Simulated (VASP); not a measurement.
Input of a VASP 6.6.1 run:

INCAR

```
SYSTEM = TaN
PREC = Accurate ; ENCUT = 520
EDIFF = 1E-7 ; ISMEAR = 0
SIGMA = 0.15 ; LREAL = .False.
LASPH = .True. ; NELM = 60
ALGO = Normal ; ISIF = 2
LWAVE = .False. ; LCHARG = .True.
GGA = PE ; LELF = .True.
LVHAR = .True. ; NBANDS = 24
```

The input KPOINTS:

```
regular mesh
0
Gamma
  15 15 8
  0 0 0
```

Contents of POSCAR:

```
TaN
1.0
    2.8781049112      0.0000000000      0.0000000000
   -1.4390524556      2.4925119678      0.0000000000
    0.0000000000      0.0000000000      5.9142266377
Ta N
2 2
Direct
   -0.0171414877      0.0000000000      0.0000000000
    0.0171414877      0.0000000000      0.5000000000
    0.3333333333      0.6666666667      0.2500000000
    0.6666666667      0.3333333333      0.7500000000
```

Potentials or basis: VASP PAW PBE potentials, release 64 (Ta_pv, N).

The run is started by

```console
$ cat potpaw_PBE.64/Ta_pv/POTCAR potpaw_PBE.64/N/POTCAR > POTCAR
$ mpirun -np 1 vasp_std > vasp.out
```

Task: Estimate the pressure.

Result: 10.2 GPa.

Task: Estimate the largest force.

Result: 0.712 eV/Å.

Forces in eV/Å, atoms in the order of the input:
```
Ta   0.712  0.000  0.000
Ta  -0.712  0.000  0.000
N    0.000 -0.014  0.000
N    0.000  0.014  0.000
```

Caveat: the cell differs from its parent crystal (atoms displaced along a vibrational mode, the cell strained); the stress differs along the axes, from 6 to 13 GPa.
